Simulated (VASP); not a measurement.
# MnO (Fm-3m) in VASP: further runs, part 2 of 2

VASP 6.6.1. The steps go on from the part before.

## Step 5: Single point, PBEsol+U, collinear spin, ferromagnetic start

File INCAR:

```
  ALGO = Normal
  EDIFF = 1E-6
  ENCUT = 700
  GGA = PS
  GGA_COMPAT = False
  ISIF = 2
  ISMEAR = -1
  ISPIN = 2
  LASPH = True
  LCHARG = False
  LDAU = True
  LDAUJ = 0 0
  LDAUL = 2 -1
  LDAUPRINT = 1
  LDAUTYPE = 2
  LDAUU = 3 0
  LMAXMIX = 4
  LORBIT = 11
  LREAL = False
  LWAVE = False
  MAGMOM = 4 0
  NBANDS = 22
  NELM = 200
  PREC = Accurate
  SIGMA = 0.05
```

File KPOINTS:

```
k-points
0
Gamma
  10 10 10
```

File POSCAR:

```
MnO
1.0
    0.0000000000      2.2239077028      2.2239077028
    2.2239077028      0.0000000000      2.2239077028
    2.2239077028      2.2239077028      0.0000000000
Mn O
1 1
Direct
    0.0000000000      0.0000000000      0.0000000000
    0.5000000000      0.5000000000      0.5000000000
```

Run with:

```console
$ cat potpaw_PBE.64/Mn_sv/POTCAR potpaw_PBE.64/O/POTCAR > POTCAR
$ mpirun -np 1 vasp_std > vasp.out
```

Wall time 34 s (1 thread of Intel Xeon 6975P-C (Granite Rapids), shared host); peak memory 0.2 GiB.

The run converged. Its results:

```yaml
Free_energy: -16.3405 eV
Pressure: -0.8 GPa
Band_gap_on_the_k_mesh: zero (filled and empty bands overlap)
Net_moment: 5.00 μB per cell
Site_moments: Mn +4.44; O +0.18 μB
Valence_electrons_inside_the_program's_atomic_spheres: Mn 12.85; O 4.98
```

Levels at points of the mesh, in eV from the Fermi level:
Spin up:
```csv
k point,band 10,band 11,band 12,band 13,band 14,band 15,band 16,band 17
"(0.00, 0.00, 0.00)",-3.65,-3.32,-3.32,-3.32,-0.33,13.96,15.93,15.93
"(0.50, 0.00, 0.00)",-3.20,-2.53,-0.16,-0.16,3.55,7.95,11.91,11.91
"(0.50, 0.50, 0.00)",-3.25,-2.95,-2.95,-2.83,5.10,8.05,10.04,13.78
```
Spin down:
| k point | band 5 | band 6 | band 7 | band 8 | band 9 | band 10 | band 11 | band 12 |
| --- | --- | --- | --- | --- | --- | --- | --- | --- |
| (0.00, 0.00, 0.00) | -19.33 | -2.93 | -2.93 | -2.93 | 1.03 | 2.28 | 2.28 | 2.28 |
| (0.50, 0.00, 0.00) | -18.34 | -6.99 | -4.25 | -4.25 | 3.45 | 3.69 | 3.69 | 4.68 |
| (0.50, 0.50, 0.00) | -18.35 | -6.09 | -3.93 | -3.93 | 0.38 | 3.63 | 3.72 | 4.22 |

Eigenvalues of the final occupation matrices:
| site | spin | trace | eigenvalues |
| --- | --- | --- | --- |
| site 1 d | 1 | 4.58 | 0.90 0.90 0.90 0.94 0.94 |
| site 1 d | 2 | 0.16 | 0.02 0.02 0.02 0.06 0.06 |

Caveat: the PAW data sets were made with another functional, which shifts forces and pressure a little; a cell with one magnetic atom can't hold antiferromagnetic order, which such compounds often take.

## Step 6: Elastic constants, PBEsol, collinear spin, ferromagnetic start

File INCAR:

```
  PREC = Accurate
  ENCUT = 600
  EDIFF = 1E-8
  ISMEAR = -1
  SIGMA = 0.05
  LREAL = F
  LASPH = T
  NELM = 150
  ALGO = Normal
  ISIF = 3
  LWAVE = F
  LCHARG = F
  ISPIN = 2
  MAGMOM = 4 0
  LORBIT = 11
  LMAXMIX = 4
  GGA = PS
  IBRION = 6
  NFREE = 2
  POTIM = 0.015
  NSW = 1
```

File KPOINTS:

```
regular mesh
0
Gamma
  7 7 7
```

POSCAR is that of step 5.

Potentials or basis: VASP PAW PBE potentials, release 64 (Mn_pv, O).

Run with:

```console
$ cat potpaw_PBE.64/Mn_pv/POTCAR potpaw_PBE.64/O/POTCAR > POTCAR
$ mpirun -np 1 vasp_std > vasp.out
```

Wall time 10 min (1 thread of Intel Xeon Platinum 8488C (Sapphire Rapids), shared host); peak memory 0.27 GiB.

It converged, with:

| Item | Value |
| --- | --- |
| Net moment | 4.69 μB per cell |
| Site moments | Mn +4.27; O +0.18 μB |
| Valence electrons inside the program's atomic spheres | Mn 11.36; O 4.94 |
| Elastic constants C11, C12, C44 | 77, 118, 64 GPa |
| Voigt bulk modulus | 104 GPa |
| Highest phonon frequency at Γ, LO-TO splitting left out | 277 cm⁻¹ |

Phonon frequencies in cm⁻¹ (negative: imaginary):
```tsv
q point	frequencies
(0.000, 0.000, 0.000)	0 0 0 277 277 277
```

Elastic tensor in Voigt notation (GPa, in the Cartesian axes of the cell as first typed):
```
 77 118 118   0   0   0
118  77 118   0   0   0
118 118  77   0   0   0
  0   0   0  64   0   0
  0   0   0   0  64   0
  0   0   0   0   0  64
```

Clamped-ion elastic tensor (GPa):
```
 77 118 118   0   0   0
118  77 118   0   0   0
118 118  77   0   0   0
  0   0   0  64   0   0
  0   0   0   0  64   0
  0   0   0   0   0  64
```

Caveat: the cell is under stress, which shifts elastic constants; the elastic tensor has a negative eigenvalue, so either the cell is unstable as it stands or the mesh is too thin; the PAW data sets were made with another functional, which shifts forces and pressure a little; a cell with one magnetic atom can't hold antiferromagnetic order, which such compounds often take.

## Step 7: Single point, PBEsol+U, collinear spin, ferromagnetic start

File INCAR:

```
ALGO = Normal ; EDIFF = 1E-6
ENCUT = 700 ; GGA = PS
GGA_COMPAT = F ; ISIF = 2
ISMEAR = -1 ; ISPIN = 2
LASPH = T ; LCHARG = F
LDAU = T ; LDAUJ = 0 0
LDAUL = 2 -1 ; LDAUPRINT = 1
LDAUTYPE = 2 ; LDAUU = 5.3 0
LMAXMIX = 4 ; LORBIT = 11
LREAL = F ; LWAVE = F
MAGMOM = 4 0 ; NBANDS = 22
NELM = 200 ; PREC = Accurate
SIGMA = 0.05
```

File KPOINTS:

```
k-points
0
Gamma
  10 10 10
```

POSCAR is that of step 6.

Potentials or basis: VASP PAW PBE potentials, release 64 (Mn_sv, O).

Run with:

```console
$ cat potpaw_PBE.64/Mn_sv/POTCAR potpaw_PBE.64/O/POTCAR > POTCAR
$ mpirun -np 1 vasp_std > vasp.out
```

Wall time 2.5 min (1 thread of AMD EPYC 7R43 (Zen 3), shared host); peak memory 0.17 GiB.

The run converged. Its results:

* Free energy: -15.7808 eV
* Pressure: 0.3 GPa
* Band gap on the k mesh: 0.34 eV (least direct gap 2.62 eV)
* Net moment: 5.00 μB per cell
* Site moments: Mn +4.55; O +0.14 μB
* Valence electrons inside the program's atomic spheres: Mn 12.90; O 4.99

Levels at points of the mesh, in eV from the valence-band top:
Spin up:
| k point | band 10 | band 11 | band 12 | band 13 | band 14 | band 15 | band 16 | band 17 |
| --- | --- | --- | --- | --- | --- | --- | --- | --- |
| (0.00, 0.00, 0.00) | -4.04 | -2.60 | -2.60 | -2.60 | 0.34 | 14.61 | 16.26 | 16.26 |
| (0.50, 0.00, 0.00) | -3.54 | -2.64 | 0.00 | 0.00 | 4.21 | 8.62 | 12.55 | 12.55 |
| (0.50, 0.50, 0.00) | -3.67 | -3.31 | -3.31 | -3.20 | 5.74 | 8.74 | 10.35 | 14.45 |
Spin down:
```
           k point  band 5  band 6  band 7  band 8  band 9  band 10  band 11  band 12
(0.00, 0.00, 0.00)  -18.69   -2.28   -2.28   -2.28    1.65     3.78     3.78     3.78
(0.50, 0.00, 0.00)  -17.70   -6.31   -3.47   -3.47    4.90     5.29     5.33     5.33
(0.50, 0.50, 0.00)  -17.68   -5.46   -3.29   -3.29    1.64     5.22     5.26     5.93
```

Eigenvalues of the final occupation matrices:
| site | spin | trace | eigenvalues |
| --- | --- | --- | --- |
| site 1 d | 1 | 4.67 | 0.92 0.92 0.92 0.95 0.95 |
| site 1 d | 2 | 0.13 | 0.01 0.01 0.01 0.05 0.05 |

Caveat: the PAW data sets were made with another functional, which shifts forces and pressure a little; a cell with one magnetic atom can't hold antiferromagnetic order, which such compounds often take. The state reached can hang on the start; a lower one may exist.

## Step 8: Summary

| task | level | potentials or basis | U | k mesh | cutoff (eV) | ions in elastic constants | gap on the mesh (eV) | pressure (GPa) | moment (μB) |
| --- | --- | --- | --- | --- | --- | --- | --- | --- | --- |
| single point | PBEsol+U | VASP PAW PBE potentials, release 64 (Mn_sv, O) | Mn d U = 1.0 eV | 10 × 10 × 10 | 700 | - | none | -3.7 | 4.92 |
| single point | r2SCAN+U | VASP PAW PBE potentials, release 64 (Mn_sv, O) | Mn d U = 8.0 eV | 10 × 10 × 10 | 770 | - | 1.67 | 3.0 | 5.00 |
| single point | r2SCAN+U | VASP PAW PBE potentials, release 64 (Mn_sv, O) | Mn d U = 4.0 eV | 10 × 10 × 10 | 770 | - | 0.87 | 1.8 | 5.00 |
| single point | PBEsol+U | VASP PAW PBE potentials, release 64 (Mn_sv, O) | Mn d U = 3.0 eV | 10 × 10 × 10 | 700 | - | none | -0.8 | 5.00 |
| elastic constants | PBEsol | VASP PAW PBE potentials, release 64 (Mn_pv, O) | - | 7 × 7 × 7 | 600 | relaxed | - | - | 4.69 |
| single point | PBEsol+U | VASP PAW PBE potentials, release 64 (Mn_sv, O) | Mn d U = 5.3 eV | 10 × 10 × 10 | 700 | - | 0.34 | 0.3 | 5.00 |

Alike in all rows: spin collinear, ferromagnetic start; cell as given; smearing fermi-dirac 0.05 eV.

Caveats: the PAW data sets were made with another functional, which shifts forces and pressure a little; a cell with one magnetic atom can't hold antiferromagnetic order, which such compounds often take; the cell stands under tension (at least some runs); the cell stands under pressure (at least some runs); the cell is under stress, which shifts elastic constants (at least some runs); the elastic tensor has a negative eigenvalue, so either the cell is unstable as it stands or the mesh is too thin (at least some runs).

Absolute energies hang on the potentials; compare differences alone.
